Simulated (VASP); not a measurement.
# KCl (Fm-3m) in VASP: single point with PBE

Aim: the single point of KCl with PBE.

Program: VASP 6.6.1. These are calculated values, not measurements. Logs are shortened: lines on timing, memory, paths and dates and some standing lists are left out, and cuts for length are marked.

## Step 1: The cell of the first run

The structure is cubic, space group Fm-3m (No. 225). The conventional cell has a = 6.284 Å, b = 6.284 Å, c = 6.284 Å, α = 90.00°, β = 90.00°, γ = 90.00°. Within 4.1 Å of K (site symmetry m-3m) lie 6 Cl at 3.14 Å. Cl (site symmetry m-3m) has 6 K at 3.14 Å within 4.1 Å.

## Step 2: Single point, PBE

File INCAR:

```
  PREC = Accurate
  ENCUT = 500
  EDIFF = 1E-6
  ISMEAR = 0
  SIGMA = 0.1
  LREAL = False
  LASPH = True
  NELM = 120
  ALGO = Normal
  ISIF = 2
  LWAVE = False
  LCHARG = True
  GGA = PE
  LELF = True
  LVHAR = True
  NBANDS = 15
  GGA_COMPAT = False
```

File KPOINTS:

```
Automatic mesh
0
Gamma
  6 6 6
```

File POSCAR:

```
KCl
1.0
    0.0000000000      3.1418710000      3.1418710000
    3.1418710000      0.0000000000      3.1418710000
    3.1418710000      3.1418710000      0.0000000000
K Cl
1 1
Direct
    0.0000000000      0.0000000000      0.0000000000
    0.5000000000      0.5000000000      0.5000000000
```

Potentials or basis: VASP PAW PBE potentials, release 64 (K_sv, Cl).

On the command line:

```
> cat potpaw_PBE.64/K_sv/POTCAR potpaw_PBE.64/Cl/POTCAR > POTCAR
> mpirun -np 1 vasp_std > vasp.out
```

OUTCAR:

```text
PREC = Accurate
   ENCUT = 500
   EDIFF = 1E-6
   ISMEAR = 0
   LREAL = False
   LASPH = True
   NELM = 120
   ISIF = 2
   GGA = PE

 ion  position               nearest neighbor table
   1  0.000  0.000  0.000-   2 3.14   2 3.14   2 3.14   2 3.14   2 3.14   2 3.14
   2  0.500  0.500  0.500-   1 3.14   1 3.14   1 3.14   1 3.14   1 3.14   1 3.14

  LATTYP: Found a face centered cubic cell.
 ALAT       =     6.2837420000

  Lattice vectors:

 A1 = (   0.0000000000,   3.1418710000,   3.1418710000)
 A2 = (   3.1418710000,   0.0000000000,   3.1418710000)
 A3 = (   3.1418710000,   3.1418710000,   0.0000000000)

Analysis of symmetry for initial positions (statically):
=====================================================================
 Subroutine PRICEL returns:
 Original cell was already a primitive cell.

 Routine SETGRP: Setting up the symmetry group for a
 face centered cubic supercell.

 Subroutine GETGRP returns: Found 48 space group operations
 (whereof 48 operations were pure point group operations)
 out of a pool of 48 trial point group operations.

The static configuration has the point symmetry O_h .

Analysis of symmetry for dynamics (positions and initial velocities):
=====================================================================
 Subroutine PRICEL returns:
 Original cell was already a primitive cell.

 Routine SETGRP: Setting up the symmetry group for a
 face centered cubic supercell.

 Subroutine GETGRP returns: Found 48 space group operations
 (whereof 48 operations were pure point group operations)
 out of a pool of 48 trial point group operations.

The dynamic configuration has the point symmetry O_h .

 Subroutine INISYM returns: Found 48 space group operations
 (whereof 48 operations are pure point group operations),
 and found     1 'primitive' translations

----------------------------------------------------------------------------------------

                                     Primitive cell

  volume of cell :      62.0290

  direct lattice vectors                    reciprocal lattice vectors
     0.000000000  3.141871000  3.141871000    -0.159140843  0.159140843  0.159140843
     3.141871000  0.000000000  3.141871000     0.159140843 -0.159140843  0.159140843
     3.141871000  3.141871000  0.000000000     0.159140843  0.159140843 -0.159140843

  length of vectors
     4.443276579  4.443276579  4.443276579     0.275640026  0.275640026  0.275640026

  position of ions in fractional coordinates (direct lattice)
     0.000000000  0.000000000  0.000000000
     0.500000000  0.500000000  0.500000000

  ion indices of the primitive-cell ions
   primitive index   ion index
                 1           1
                 2           2

----------------------------------------------------------------------------------------

 KPOINTS: Automatic mesh

Automatic generation of k-mesh.
 Grid dimensions read from file:
 generate k-points for:    6    6    6

 Generating k-lattice:

  Cartesian coordinates                     Fractional coordinates (reciprocal lattice)
    -0.026523474  0.026523474  0.026523474     0.166666667  0.000000000  0.000000000
     0.026523474 -0.026523474  0.026523474     0.000000000  0.166666667  0.000000000
     0.026523474  0.026523474 -0.026523474     0.000000000  0.000000000  0.166666667

  Length of vectors
     0.045940004  0.045940004  0.045940004

  Shift w.r.t. Gamma in fractional coordinates (k-lattice)
     0.000000000  0.000000000  0.000000000

 Subroutine IBZKPT returns following result:
 ===========================================

 Found     16 irreducible k-points:

 Following reciprocal coordinates:
            Coordinates               Weight
  0.000000  0.000000  0.000000      1.000000
  0.166667  0.000000  0.000000      8.000000
  0.333333  0.000000  0.000000      8.000000
  0.500000  0.000000  0.000000      4.000000
  0.166667  0.166667  0.000000      6.000000
  0.333333  0.166667  0.000000     24.000000
[... 8 lines left out ...]
 -0.333333  0.333333  0.166667     24.000000
 -0.333333  0.500000  0.166667     12.000000
   k-points           NKPTS =     16   k-points in BZ     NKDIM =     16   number of bands    NBANDS=     15
   number of dos      NEDOS =    301   number of ions     NIONS =      2
   total plane-waves  NPLWV =  32768
   dimension x,y,z NGX =    32 NGY =   32 NGZ =   32
   dimension x,y,z NGXF=    64 NGYF=   64 NGZF=   64
   ions per type =               1   1
   NGX,Y,Z   is equivalent  to a cutoff of  11.97, 11.97, 11.97 a.u.
   NGXF,Y,Z  is equivalent  to a cutoff of  23.95, 23.95, 23.95 a.u.
 SYSTEM =  unknown system
   PREC   = accura    normal or accurate (medium, high low for compatibility)
   ISTART =      0    job   : 0-new  1-cont  2-samecut
   ICHARG =      2    charge: 1-file 2-atom 10-const
   ISPIN  =      1    spin polarized calculation?
   LNONCOLLINEAR =      F non collinear calculations
   LSORBIT =      F    spin-orbit coupling
   LASPH  =      T    aspherical Exc in radial PAW
   ENCUT  =  500.0 eV  36.75 Ry    6.06 a.u.   8.10  8.10  8.10*2*pi/ulx,y,z
   NELM   =    120;   NELMIN=  2; NELMDL= -5     # of ELM steps
   EDIFF  = 0.1E-05   stopping-criterion for ELM
   LREAL  =      F    real-space projection
   EDIFFG = 0.1E-04   stopping-criterion for IOM
   NSW    =      0    number of steps for IOM
   IBRION =     -1    ionic relax: 0-MD 1-quasi-New 2-CG
   NFREE  =      0    steps in history (QN), initial steepest desc. (CG)
   ISIF   =      2    stress and relaxation
   ISYM   =      2    0-nonsym 1-usesym 2-fastsym
   POTIM  = 0.5000    time-step for ionic-motion
   TEBEG  =    0.0;   TEEND  =   0.0 temperature during run
   PSTRESS=    0.0 pullay stress
   NELECT =      16.0000    total number of electrons
   NUPDOWN=      -1.0000    fix difference up-down
   EMIN   =  10.00;   EMAX   =-10.00  energy-range for DOS
   EFERMI =   0.00;   METHOD = LEGACY
   ISMEAR =     0;   SIGMA  =   0.10  broadening in eV -4-tet -1-fermi 0-gaus
   EFERMI_NEDOS =   21; number of points for ismear=-14 and -15
   IALGO  =     38    algorithm
   IMIX   =      4    mixing-type and parameters
     AMIX     =   0.40;   BMIX     =  1.00
     AMIX_MAG =   1.60;   BMIX_MAG =  1.00
  volume/ion in A,a.u.               =      31.01       209.30
  Fermi-wavevector in a.u.,A,eV,Ry     =   1.042117  1.969316 14.776033  1.086008
  Thomas-Fermi vector in A             =   2.176768
   LORBIT       =      0    0 simple, 1 ext, 2 COOP (PROOUT), +10 PAW based schemes
   GGA     = PE    functional components
   LHFCALC =     F    Hartree Fock is set to
   AEXX    =    0.0000 exact exchange contribution
   IVDW    =     0    specifies the selected vdW correction
   LEPSILON=     F    determine dielectric tensor
   LRPA    =     F    only Hartree local field effects (RPA)
 non-spin polarized calculation
 Gauss-broadening in eV      SIGMA  =   0.10
  energy-cutoff  :      500.00
  volume of cell :       62.03
 maximum number of plane-waves:      1591
   NGX = 17   NGY = 17   NGZ = 17

 number of electron      16.0000001 magnetization

 Free energy of the ion-electron system (eV)
  ---------------------------------------------------
  ext. energy  EPLUGINS =         0.00000000
  ---------------------------------------------------
  free energy    TOTEN  =        -6.80221281 eV

  energy without entropy =       -6.80221281  energy(sigma->0) =       -6.80221281

 E-fermi :  -1.3050     XC(G=0):  -7.5572

 val. band max:       -1.8245103191   @ k =   0.0000   0.0000   0.0000
 cond. band min:       3.3772368582   @ k =   0.0000   0.0000   0.0000
 fundamental gap:      5.2017471774
 Fermi energy:        -1.3050439947

 k-point     1 :       0.0000    0.0000    0.0000
  band No.  band energies     occupation
      1     -29.0120      2.00000
      2     -13.9475      2.00000
      3     -12.4727      2.00000
      4     -12.4727      2.00000
      5     -12.4727      2.00000
      6      -1.8245      2.00000
      7      -1.8245      2.00000
      8      -1.8245      2.00000
      9       3.3772      0.00000
     10       6.5586      0.00000
     11       6.5586      0.00000
     12       6.5586      0.00000
     13       7.4376      0.00000
     14       7.4376      0.00000
     15      11.1730      0.00000

 k-point     2 :       0.1667    0.0000    0.0000
  band No.  band energies     occupation
      1     -29.0093      2.00000
      2     -13.9994      2.00000
      3     -12.4751      2.00000
      4     -12.4751      2.00000
      5     -12.4071      2.00000
      6      -2.1407      2.00000
      7      -1.9109      2.00000
      8      -1.9109      2.00000
      9       4.0147      0.00000
     10       6.3883      0.00000
     11       6.9044      0.00000
     12       6.9044      0.00000
     13       7.8123      0.00000
     14       7.8123      0.00000
     15      12.0790      0.00000

 k-point     3 :       0.3333    0.0000    0.0000
  band No.  band energies     occupation
      1     -29.0039      2.00000
      2     -14.0926      2.00000
      3     -12.4798      2.00000
      4     -12.4798      2.00000
      5     -12.2862      2.00000
      6      -2.6614      2.00000
      7      -2.0747      2.00000
      8      -2.0747      2.00000
      9       5.2445      0.00000
     10       6.4558      0.00000
     11       7.8428      0.00000
     12       7.8428      0.00000
     13       8.7617      0.00000
     14       8.7617      0.00000
     15      11.0498      0.00000

 k-point     4 :       0.5000    0.0000    0.0000
  band No.  band energies     occupation
      1     -29.0011      2.00000
      2     -14.1350      2.00000
      3     -12.4822      2.00000
      4     -12.4822      2.00000
      5     -12.2295      2.00000
      6      -2.8858      2.00000
      7      -2.1524      2.00000
      8      -2.1524      2.00000
      9       5.7805      0.00000
     10       6.7950      0.00000
     11       8.7187      0.00000
     12       8.7187      0.00000
     13       9.6027      0.00000
     14       9.6027      0.00000
     15      10.2383      0.00000
[... 163 lines left out ...]
 k-point    14 :       0.5000    0.3333    0.1667
  band No.  band energies     occupation
      1     -29.0005      2.00000
      2     -14.0099      2.00000
      3     -12.5349      2.00000
      4     -12.5082      2.00000
      5     -12.3633      2.00000
      6      -2.5835      2.00000
      7      -2.1422      2.00000
      8      -2.1274      2.00000
      9       5.6983      0.00000
     10       6.0233      0.00000
     11       8.1072      0.00000
     12       8.7539      0.00000
     13       8.8725      0.00000
     14       9.1470      0.00000
     15      10.0028      0.00000

 k-point    15 :      -0.3333    0.3333    0.1667
  band No.  band energies     occupation
      1     -28.9987      2.00000
      2     -13.9969      2.00000
      3     -12.5506      2.00000
      4     -12.5320      2.00000
      5     -12.3569      2.00000
      6      -2.5413      2.00000
      7      -2.2651      2.00000
      8      -2.1814      2.00000
      9       6.1397      0.00000
     10       6.3781      0.00000
     11       7.9505      0.00000
     12       8.2076      0.00000
     13       9.3933      0.00000
     14       9.9733      0.00000
     15      10.0969      0.00000

 k-point    16 :      -0.3333    0.5000    0.1667
  band No.  band energies     occupation
      1     -28.9979      2.00000
      2     -13.9206      2.00000
      3     -12.5950      2.00000
      4     -12.5511      2.00000
      5     -12.4177      2.00000
      6      -2.3990      2.00000
      7      -2.2504      2.00000
      8      -2.1846      2.00000
      9       5.4332      0.00000
     10       7.1164      0.00000
     11       7.2778      0.00000
     12       8.3666      0.00000
     13       9.1395      0.00000
     14       9.9011      0.00000
     15      10.4996      0.00000

------------------------ aborting loop because EDIFF is reached ----------------------------------------

  FORCE on cell =-STRESS in cart. coord.  units (eV):
  Direction    XX          YY          ZZ          XY          YZ          ZX
  --------------------------------------------------------------------------------------
  -------------------------------------------------------------------------------------
  Total        0.3343836      0.3343836      0.3343836      0.0000000      0.0000000      0.0000000
  in kB        8.6369516      8.6369516      8.6369516      0.0000000      0.0000000      0.0000000
  external PRESSURE =       8.6369516 kB  Pullay stress =       0.0000000 kB

 VOLUME and BASIS-vectors are now :
 -----------------------------------------------------------------------------
  energy-cutoff  :      500.00
  volume of cell :       62.03
      direct lattice vectors                 reciprocal lattice vectors
     0.000000000  3.141871000  3.141871000    -0.159140843  0.159140843  0.159140843
     3.141871000  0.000000000  3.141871000     0.159140843 -0.159140843  0.159140843
     3.141871000  3.141871000  0.000000000     0.159140843  0.159140843 -0.159140843

 POSITION                                       TOTAL-FORCE (eV/Angst)
 -----------------------------------------------------------------------------------
      0.00000      0.00000      0.00000         0.000000      0.000000      0.000000
      3.14187      3.14187      3.14187         0.000000      0.000000     -0.000000
 -----------------------------------------------------------------------------------
    total drift:                                0.000000     -0.000000     -0.000000

  FREE ENERGIE OF THE ION-ELECTRON SYSTEM (eV)
  ---------------------------------------------------
  free  energy   TOTEN  =        -6.8022128110 eV

  energy  without entropy=       -6.8022128110  energy(sigma->0) =       -6.80221281
```

Run time: 28 s. Hardware: 1 thread of Intel Xeon 8259CL, shared host; peak memory 0.18 GiB.

Results:

```yaml
Free_energy: -6.8022 eV
Pressure: 0.9 GPa
Band_gap_on_the_k_mesh: 5.20 eV
```

Levels at points of the mesh, in eV from the valence-band top:
```csv
k point,band 5,band 6,band 7,band 8,band 9,band 10,band 11,band 12
"(0.00, 0.00, 0.00)",-10.65,0.00,0.00,0.00,5.20,8.38,8.38,8.38
"(0.50, 0.00, 0.00)",-10.40,-1.06,-0.33,-0.33,7.61,8.62,10.54,10.54
"(0.50, 0.50, 0.00)",-10.70,-0.66,-0.22,-0.22,6.53,8.37,10.10,10.25
```
